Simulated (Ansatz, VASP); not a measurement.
**Nb3C2 in VASP and in Ansatz**

```xyz
5
Lattice="5.0193 0.0000 0.0000 -2.5096 4.3468 0.0000 0.0000 0.0000 4.0964" Properties=species:S:1:pos:R:3 pbc="T T T"
Nb    2.5096    0.0000    0.0000
Nb   -1.2548    2.1734    0.0000
Nb    1.2548    2.1734    0.0000
C     0.0000    0.0000    3.4303
C     0.0000    0.0000    0.6661
```

Alike in both runs: functional PBE; k mesh 12 × 12 × 10; occupations gaussian, width 0.1 eV; no spin polarisation.

Ansatz relaxed the structure, and its values are those at the end. VASP's run is a single point on that final structure, the one shown.

```csv
,VASP,Ansatz
version,VASP 6.6.1,Ansatz 0.2.0
potentials or method,"VASP PAW PBE potentials, release 64 (Nb_sv, C), cutoff 520 eV","scalar-relativistic, plane waves, PAW"
valence electrons in the cell,47,47
```

Ansatz gave:

| Property | Result |
| --- | --- |
| gap on the k mesh at the Fermi level (eV) | none |
| pressure (GPa) | 0.0 |
| rms of the force components (eV/Å) | 0.001 |

Task: Estimate VASP's values.

Result: gap on the k mesh at the Fermi level (eV): none; pressure (GPa): 0.0; rms of the force components (eV/Å): 0.035.

A gap of «none» marks a metal or a gap that the smearing closes.
